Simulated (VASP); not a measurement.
## Cs: single point with r2SCAN

The system is Cs.

```
CELL_PARAMETERS angstrom
3.25935 -4.56003 0.01104
2.96180 4.35296 -0.08835
-2.70954 0.03774 4.41968
ATOMIC_POSITIONS crystal
Cs 0.00000 0.00000 0.50000
```

- Program: VASP 6.6.1
- Task: single point
- Functional: r2SCAN
- Potentials or basis: VASP PAW PBE potentials, release 64 (Cs_sv)
- Cutoff: 520 eV
- k mesh: 4 × 5 × 5
- Occupations: fermi-dirac, width 0.15 eV
- Spin: no spin polarisation
- Dipole correction: no
- Further INCAR settings: ALGO = Normal; EDIFF = 1e-06; NBANDS = 10

The pressure is 0.0 GPa and the band gap on the k mesh is zero (an odd number of electrons rules out a gap without spin polarisation).

Stress tensor (GPa, compression positive):
```
 0.01  0.08 -0.11
 0.08  0.00  0.02
-0.11  0.02  0.06
```

Levels at points of the mesh, in eV from the Fermi level:
| k point | band 1 | band 2 | band 3 | band 4 | band 5 | band 6 | band 7 | band 8 | band 9 |
| --- | --- | --- | --- | --- | --- | --- | --- | --- | --- |
| (0.00, 0.00, 0.00) | -24.81 | -11.18 | -11.18 | -11.18 | -1.70 | 2.59 | 2.63 | 3.05 | 3.68 |
| (0.50, 0.00, 0.00) | -24.80 | -11.28 | -11.20 | -11.18 | 0.03 | 0.53 | 1.92 | 3.72 | 4.34 |

Wall time 2.5 min on 1 thread of Intel(R) Xeon(R) Platinum 8559C (Emerald Rapids), with other jobs on the host, peak memory 0.28 GiB.

Caveat: the PAW data sets were made with another functional, which shifts forces and pressure a little; spin-orbit coupling is left out, which moves the levels of the heavy elements.
